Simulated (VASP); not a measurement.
Input of a VASP 6.6.1 run:

INCAR

```
SYSTEM = Ti3Al
ALGO     = Normal         ! electronic algorithm
EDIFF    = 1E-6           ! SCF threshold, eV
ENCUT    = 520            ! plane-wave cutoff, eV
GGA      = CA             ! functional
ISIF     = 2              ! what is computed and relaxed
ISMEAR   = 0              ! smearing method
ISPIN    = 2              ! spin polarisation
LASPH    = .True.         ! aspherical terms in the spheres
LCHARG   = .False.        ! write CHGCAR
LMAXMIX  = 4              ! l up to which the mixer works
LORBIT   = 11             ! projections on sites
LREAL    = .False.        ! projectors in reciprocal space
LWAVE    = .False.        ! write WAVECAR
MAGMOM   = 0.333 0.333 0.333 0 ! initial moments
NBANDS   = 32             ! bands
NELM     = 150            ! most SCF steps
NUPDOWN  = 1.0            ! fixed moment
PREC     = Accurate       ! precision mode
SIGMA    = 0.15           ! smearing width, eV
```

KPOINTS

```
k-points
0
Gamma
  18 18 6
  0 0 0
```

POSCAR

```
Ti3Al
1.0
    2.9442887422      0.0000000000      0.0000000000
   -1.4721443711      2.5498288469      0.0000000000
    0.0000000000      0.0000000000      9.3150356298
Ti Al
3 1
Direct
    0.6666666667      0.3333333333      0.0000000000
    0.3333333333      0.6666666667      0.7515223655
    0.3333333333      0.6666666667      0.2484776345
    0.6666666667      0.3333333333      0.5000000000
```

Potentials or basis: VASP PAW LDA potentials, release 64 (Ti_sv, Al).

Launch:

```console
$ cat potpaw_LDA.64/Ti_sv/POTCAR potpaw_LDA.64/Al/POTCAR > POTCAR
$ mpirun -np 1 vasp_std > vasp.out
```

What does it give for the pressure?

-8.8 GPa.

Estimate the largest force.

0.015 eV/Å.

Stress tensor (GPa, compression positive):
```
-8.75  0.00  0.00
 0.00 -8.75  0.00
 0.00  0.00 -8.88
```

Caveat: the cell stands under tension; the total moment is fixed, so each spin has its own Fermi level and the state may be an excited one.
